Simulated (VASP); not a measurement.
# NaScTe2 (P4/mmm) in VASP: settings compared, part 2 of 2

VASP 6.6.1.

## Step 3: Single point, r2SCAN

POSCAR reads:

```
NaScTe2
1.0
    4.3099310216      0.0000000000      0.0000000000
    0.0000000000      4.3099310216      0.0000000000
    0.0000000000      0.0000000000      5.8991668760
Na Te Sc
1 2 1
Direct
    0.0000000000      0.0000000000      0.0000000000
    0.0000000000      0.0000000000      0.5000000000
    0.5000000000      0.5000000000      0.0000000000
    0.5000000000      0.5000000000      0.5000000000
```

INCAR.step1 reads:

```
SYSTEM = NaScTe2
ALGO = Normal
EDIFF = 1E-4
ENCUT = 520
GGA = PE
ISMEAR = -1
LASPH = .True.
LCHARG = .False.
LREAL = .False.
LWAVE = .True.
NBANDS = 23
NELM = 100
PREC = Accurate
SIGMA = 0.02
```

INCAR.step2 reads:

```
SYSTEM = NaScTe2
ALGO = Normal
EDIFF = 1E-6
ENCUT = 520
ISIF = 2
ISMEAR = -1
ISTART = 1
LASPH = .True.
LCHARG = .True.
LELF = .True.
LMIXTAU = .True.
LREAL = .False.
LVHAR = .True.
LWAVE = .False.
METAGGA = R2SCAN
NBANDS = 23
NELM = 100
PREC = Accurate
SIGMA = 0.02
```

KPOINTS reads:

```
k-points
0
Gamma
  4 4 4
  0 0 0
```

Potentials or basis: VASP PAW PBE potentials, release 64 (Na_pv, Te, Sc_sv).

Command:

```bash
$ cat potpaw_PBE.64/Na_pv/POTCAR potpaw_PBE.64/Te/POTCAR potpaw_PBE.64/Sc_sv/POTCAR > POTCAR
$ cp INCAR.step1 INCAR
$ mpirun -np 1 vasp_std > vasp.out
$ cp INCAR.step2 INCAR
$ mpirun -np 1 vasp_std > vasp.out
```

OUTCAR:

```text
SYSTEM = NaScTe2
   EDIFF = 1E-6
   ENCUT = 520
   ISIF = 2
   ISMEAR = -1
   ISTART = 1
   LASPH = .True.
   LREAL = .False.
   METAGGA = R2SCAN
   NELM = 100
   PREC = Accurate

 ion  position               nearest neighbor table
   1  0.000  0.000  0.000-   2 2.95   2 2.95   3 3.05   3 3.05   3 3.05   3 3.05
   2  0.000  0.000  0.500-   1 2.95   1 2.95   4 3.05   4 3.05   4 3.05   4 3.05
   3  0.500  0.500  0.000-   4 2.95   4 2.95   1 3.05   1 3.05   1 3.05   1 3.05
   4  0.500  0.500  0.500-   3 2.95   3 2.95   2 3.05   2 3.05   2 3.05   2 3.05

  LATTYP: Found a simple tetragonal cell.
 ALAT       =     4.3099310216
 C/A-ratio  =     1.3687381182

  Lattice vectors:

 A1 = (   4.3099310216,   0.0000000000,   0.0000000000)
 A2 = (   0.0000000000,   4.3099310216,   0.0000000000)
 A3 = (   0.0000000000,   0.0000000000,   5.8991668760)

Analysis of symmetry for initial positions (statically):
=====================================================================
 Subroutine PRICEL returns:
 Original cell was already a primitive cell.

 Routine SETGRP: Setting up the symmetry group for a
 simple tetragonal supercell.

 Subroutine GETGRP returns: Found 16 space group operations
[... 162 lines left out ...]

 val. band max:        4.3967966419   @ k =   0.0000   0.0000   0.0000
 cond. band min:       4.4194429464   @ k =   0.0000   0.0000   0.2500
 fundamental gap:      0.0226463046
 Fermi energy:         4.4171475409

 k-point     1 :       0.0000    0.0000    0.0000
  band No.  band energies     occupation
      1     -48.5006      2.00000
      2     -26.1450      2.00000
      3     -26.1450      2.00000
      4     -26.0436      2.00000
      5     -19.7015      2.00000
      6     -19.6711      2.00000
[... 457 lines left out ...]
     22      11.1850      0.00000
     23      11.4630      0.00000

------------------------ aborting loop because EDIFF is reached ----------------------------------------

  FORCE on cell =-STRESS in cart. coord.  units (eV):
  Direction    XX          YY          ZZ          XY          YZ          ZX
  --------------------------------------------------------------------------------------
  -------------------------------------------------------------------------------------
  Total       -0.0137517     -0.0137517      0.0589949      0.0000000      0.0000000     -0.0000000
  in kB       -0.2010649     -0.2010649      0.8625694      0.0000000      0.0000000     -0.0000000
  external PRESSURE =       0.1534799 kB  Pullay stress =       0.0000000 kB

 VOLUME and BASIS-vectors are now :
 -----------------------------------------------------------------------------
  energy-cutoff  :      520.00
  volume of cell :      109.58
      direct lattice vectors                 reciprocal lattice vectors
     4.309931022  0.000000000  0.000000000     0.232022275  0.000000000  0.000000000
     0.000000000  4.309931022  0.000000000     0.000000000  0.232022275  0.000000000
     0.000000000  0.000000000  5.899166876     0.000000000  0.000000000  0.169515462

 POSITION                                       TOTAL-FORCE (eV/Angst)
 -----------------------------------------------------------------------------------
      0.00000      0.00000      0.00000         0.000000      0.000000      0.000000
      0.00000      0.00000      2.94958         0.000000      0.000000      0.000000
      2.15497      2.15497      0.00000         0.000000      0.000000      0.000000
      2.15497      2.15497      2.94958         0.000000      0.000000      0.000000
 -----------------------------------------------------------------------------------
    total drift:                                0.000000      0.000000     -0.000000

  FREE ENERGIE OF THE ION-ELECTRON SYSTEM (eV)
  ---------------------------------------------------
  free  energy   TOTEN  =       -70.6195395787 eV

  energy  without entropy=      -70.6177201978  energy(sigma->0) =      -70.61862989
```

OSZICAR.step1:

```text
N       E                     dE             d eps       ncg     rms          rms(c)
DAV:   1     0.289051730908E+03    0.28905E+03   -0.13632E+04   868   0.122E+03
DAV:   2     0.327389665880E+01   -0.28578E+03   -0.27673E+03   844   0.379E+02
DAV:   3    -0.194280948839E+02   -0.22702E+02   -0.21781E+02  1193   0.106E+02
DAV:   4    -0.204382877870E+02   -0.10102E+01   -0.10083E+01  1097   0.222E+01
DAV:   5    -0.204833661418E+02   -0.45078E-01   -0.45073E-01  1211   0.452E+00    0.739E+00
DAV:   6    -0.178228561726E+02    0.26605E+01   -0.46009E+00  1160   0.190E+01    0.311E+00
DAV:   7    -0.178256208900E+02   -0.27647E-02   -0.34700E-01  1104   0.296E+00    0.199E+00
DAV:   8    -0.178398399477E+02   -0.14219E-01   -0.13599E-01  1154   0.382E+00    0.985E-01
DAV:   9    -0.178323116722E+02    0.75283E-02   -0.13431E-01  1168   0.390E+00    0.767E-01
DAV:  10    -0.178167556878E+02    0.15556E-01   -0.20816E-02  1147   0.175E+00    0.152E-01
DAV:  11    -0.178168573624E+02   -0.10167E-03   -0.28390E-03  1302   0.434E-01    0.122E-01
DAV:  12    -0.178167429841E+02    0.11438E-03   -0.71684E-04  1139   0.298E-01    0.336E-02
DAV:  13    -0.178167388709E+02    0.41132E-05   -0.10134E-04   846   0.119E-01
   1 F= -.17816739E+02 E0= -.17816013E+02  d E =-.145085E-02
```

Wall time 100 s (1 thread of Intel Xeon Platinum 8559C (Emerald Rapids), shared host); peak memory 0.24 GiB.

What came out:

| Property | Result |
| --- | --- |
| Free energy | -70.6195 eV |
| Pressure | 0.0 GPa |
| Band gap on the k mesh | zero (bands 15 and 16 overlap by 0.06 eV) |

Levels at points of the mesh, in eV from the Fermi level:
```
           k point  band 12  band 13  band 14  band 15  band 16  band 17  band 18  band 19
(0.00, 0.00, 0.00)    -1.94    -0.13    -0.02     0.06     0.06     0.81     1.18     1.18
(0.50, 0.00, 0.00)    -2.52    -2.45    -2.18    -0.33     1.30     1.52     1.84     1.91
(0.50, 0.50, 0.00)    -1.70    -1.60    -1.35    -1.35     0.50     0.50     1.36     1.79
(0.00, 0.00, 0.50)    -1.64    -1.64    -0.90    -0.90     0.03     0.81     2.05     2.10
(0.50, 0.00, 0.50)    -2.58    -2.40    -0.68    -0.43     1.56     1.95     2.14     3.64
(0.50, 0.50, 0.50)    -2.97    -2.56    -2.56    -1.99     1.48     1.66     1.66     1.79
```

Caveat: the k points lie up to 0.36 Å⁻¹ apart; semilocal functionals underestimate gaps, and a narrow one can read as zero; the PAW data sets were made with another functional, which shifts forces and pressure a little; spin-orbit coupling is left out, which moves the levels of the heavy elements.

The gap in the log of VASP goes by the Fermi energy; the results here count the filled bands.